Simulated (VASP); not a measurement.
**Ru: single point with PBE**

Crystal: Ru.

```
Ru
1.0
     3.01020    0.00000    0.00000
    -1.50510    2.07967    0.00000
     0.00000    0.00000    4.28190
Ru
2
Cartesian
  0.0000 1.3864 1.0705
  1.5051 0.6932 3.2114
```

This cell differs from its parent crystal: strain +0.1125 x Voigt [1, -1, 0, 0, 0, 0].

```yaml
Program: VASP 6.6.1
Task: single point
Functional: PBE
Potentials_or_basis: VASP PAW PBE potentials, release 64 (Ru_pv)
Cutoff: 520 eV
k_mesh: 24 × 24 × 12
Occupations: gaussian, width 0.15 eV
Spin: no spin polarisation
Dipole_correction: no
Further_INCAR_settings: ALGO = Fast; EDIFF = 1e-07; NBANDS = 21
```

```yaml
Pressure: 19.0 GPa
Largest_force: 0.840 eV/Å
Band_gap_on_the_k_mesh: zero (bands 14 and 15 overlap by 3.21 eV)
```

Forces on the atoms (eV/Å):
```
Ru   0.000 -0.840  0.000
Ru   0.000  0.840  0.000
```

Stress tensor (GPa, compression positive):
```
-5.58  0.00  0.00
 0.00 55.92  0.00
 0.00  0.00  6.53
```

Levels at points of the mesh, in eV from the Fermi level:
```tsv
k point	band 12	band 13	band 14	band 15	band 16	band 17
(0.00, 0.00, 0.00)	-1.58	-1.18	-0.47	-0.08	0.78	1.17
(0.50, 0.00, 0.00)	-2.15	-1.52	0.45	0.83	1.93	3.99
(0.00, 0.50, 0.00)	-1.13	-0.28	1.47	2.30	2.67	5.25
(0.00, 0.00, 0.50)	-3.00	-1.02	-1.02	0.15	0.15	1.14
(0.50, 0.00, 0.50)	-0.60	0.14	0.14	0.97	0.97	3.17
(0.00, 0.50, 0.50)	-2.26	0.77	0.77	2.49	2.49	4.93
```

It took 5.9 min on 1 thread of AMD EPYC 9R45 96-Core Processor (Zen 5) (shared host), peak memory 0.51 GiB.

Caveat: the cell differs from its parent crystal (strain +0.1125 x Voigt [1, -1, 0, 0, 0, 0]); the cell stands under pressure.
